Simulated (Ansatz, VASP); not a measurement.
ZnS in VASP and in Ansatz

The input POSCAR:

```
ZnS
1.0
    0.0000000000     -2.7046500000     -2.7046500000
    0.0000000000      2.7046500000     -2.7046500000
    5.4093000000      0.0000000000      0.0000000000
Zn S
2 2
Direct
    0.5294121283      0.5000000000      0.5000000000
   -0.0294121283      0.0000000000      0.0000000000
    0.0178996473      0.5000000000      0.2500000000
    0.4821003527      0.0000000000      0.7500000000
```

The input INCAR.step1:

```
PREC = Accurate ; ENCUT = 520
ISMEAR = 0 ; SIGMA = 0.05
LREAL = False ; LASPH = True
NELM = 80 ; NBANDS = 26
GGA = PE ; ALGO = Normal
EDIFF = 1E-4 ; LWAVE = True
LCHARG = False
```

INCAR.step2

```
PREC = Accurate ; ENCUT = 520
EDIFF = 1E-6 ; ISMEAR = 0
SIGMA = 0.05 ; LREAL = False
LASPH = True ; NELM = 80
ALGO = Normal ; ISIF = 2
LWAVE = False ; LCHARG = False
METAGGA = R2SCAN ; LMIXTAU = True
NBANDS = 26 ; ISTART = 1
```

Contents of KPOINTS:

```
Automatic mesh
0
Gamma
  6 6 4
```

Input for Ansatz:

```yaml
crystal:
  lattice:
    - [0.0, -2.70465, -2.70465]
    - [0.0, 2.70465, -2.70465]
    - [5.4093, 0.0, 0.0]
  atoms:
    - { symbol: Zn, position: [0.5294121283, 0.5, 0.5] }
    - { symbol: Zn, position: [-0.0294121283, 0.0, 0.0] }
    - { symbol: S, position: [0.0178996473, 0.5, 0.25] }
    - { symbol: S, position: [0.4821003527, 0.0, 0.75] }
basis:
  ecutwfc: 500
kpoints:
  mp_grid: { grid: [6, 6, 4] }
hamiltonian:
  xc: r2scan
scf:
  occupations: { method: gaussian, width: 0.05 }
output:
  forces: true
  stress: true
  eigenvalues: true
  write_density: true
  write_potential: true
  elf: true
  volumetric_format: npy
```

Change from the starting cell: mode 4 (93.6 1/cm) frozen in, largest displacement +0.113 Å.

Alike in both runs: task single point; functional r2SCAN; k mesh 6 × 6 × 4; occupations gaussian, width 0.05 eV; no spin polarisation.

```csv
,VASP,Ansatz
version,VASP 6.6.1,Ansatz 0.2.0
potentials or method,"VASP PAW PBE potentials, release 64 (Zn, S), cutoff 520 eV","scalar-relativistic, plane waves, PAW"
valence electrons in the cell,36,36
```

Ansatz gave:

- gap on the k mesh at the Fermi level (eV): 2.62
- least direct gap on the mesh (eV): 2.62
- pressure (GPa): -1.0
- traceless stress, the component that is largest in VASP (GPa): 0.18
- rms of the force components (eV/Å): 0.108

Q: Estimate VASP's values.

A: gap on the k mesh at the Fermi level (eV): 2.63; least direct gap on the mesh (eV): 2.63; pressure (GPa): -0.9; traceless stress, the component that is largest in VASP (GPa): 0.14; rms of the force components (eV/Å): 0.109.

VASP's potentials were made for PBE, not for r2SCAN. Atom by atom the forces differ by 0.002 eV/Å (rms over components). With one functional, cell and mesh, what is left measures potentials, basis and numerics.
